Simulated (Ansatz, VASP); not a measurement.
# One calculation of Ti, two programs

Contents of INCAR:

```
PREC = Accurate
ENCUT = 520
EDIFF = 1E-6
ISMEAR = -1
SIGMA = 0.1
LREAL = F
LASPH = T
NELM = 100
ALGO = Normal
ISIF = 2
LWAVE = F
LCHARG = T
GGA = PE
LELF = T
LVHAR = T
NBANDS = 19
```

File KPOINTS:

```
Automatic mesh
0
Gamma
  20 20 11
```

POSCAR

```
Ti
1.0
    2.8164691192      0.0000000000      0.0000000000
   -1.4082345596      2.4391338062      0.0000000000
    0.0000000000      0.0000000000      4.4617599413
Ti
2
Direct
    0.3333333333      0.6666666667      0.2500000000
    0.6666666667      0.3333333333      0.7500000000
```

Input for Ansatz:

```yaml
crystal:
  lattice:
    - [2.8164691192, 0.0, 0.0]
    - [-1.4082345596, 2.4391338062, 0.0]
    - [0.0, 0.0, 4.4617599413]
  atoms:
    - { symbol: Ti, position: [0.3333333333, 0.6666666667, 0.25] }
    - { symbol: Ti, position: [0.6666666667, 0.3333333333, 0.75] }
hamiltonian:
  xc: pbe
  pseudopotentials:
    kind: paw
    azcp:
      Ti: "pseudopotentials/Ti.paw.azcp"
basis:
  ecutwfc: 420
  fft_grid_basis: typed
kpoints:
  mp_grid: { grid: [20, 20, 11], shift: [0, 0, 0] }
magnetization:
  spin_polarized: false
scf:
  occupations: { method: fermi_dirac, width: 0.1 }
output:
  stress: true
```

Alike in both runs: task single point; functional PBE; k mesh 20 × 20 × 11; occupations fermi-dirac, width 0.1 eV; no spin polarisation.

|  | VASP | Ansatz |
| --- | --- | --- |
| version | VASP 6.6.1 | Ansatz 0.2.0 |
| potentials or method | VASP PAW PBE potentials, release 64 (Ti_sv), cutoff 520 eV | plane waves (420 eV) with PAW, scalar-relativistic |
| valence electrons in the cell | 24 | 24 |

```csv
,VASP,Ansatz,Ansatz less VASP
pressure (GPa),17.2,17.8,+0.53
"traceless stress, the component that is largest in VASP (GPa)",0.25,0.25,-0.001
```
